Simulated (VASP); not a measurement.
A run of VASP 6.6.1 is set up as follows.

The input INCAR:

```
PREC = Accurate
ENCUT = 520
EDIFF = 1E-6
ISMEAR = -1
SIGMA = 0.1
LREAL = False
LASPH = True
NELM = 100
ALGO = Normal
ISIF = 2
LWAVE = False
LCHARG = False
GGA = PS
NBANDS = 26
```

File KPOINTS:

```
Automatic mesh
0
Gamma
  10 10 6
```

File POSCAR:

```
GaN
1.0
    3.1825745955      0.0000000000      0.0000000000
   -1.5912872977      2.7561904491      0.0000000000
    0.0000000000      0.0000000000      5.1854102025
Ga N
2 2
Direct
    0.3333333333      0.6666666667     -0.0008061560
    0.6666666667      0.3333333333      0.4991938440
    0.3333333333      0.6666666667      0.3758061560
    0.6666666667      0.3333333333      0.8758061560
```

Potentials or basis: VASP PAW PBE potentials, release 64 (Ga_d, N).

The run is started by

```sh
$ cat potpaw_PBE.64/Ga_d/POTCAR potpaw_PBE.64/N/POTCAR > POTCAR
$ mpirun -np 1 vasp_std > vasp.out
```

(1) Predict the pressure.

(2) What does it give for the band gap on the k mesh?

Answers

(1) -0.1 GPa.

(2) 1.89 eV.

Caveat: the PAW data sets were made with another functional, which shifts forces and pressure a little.
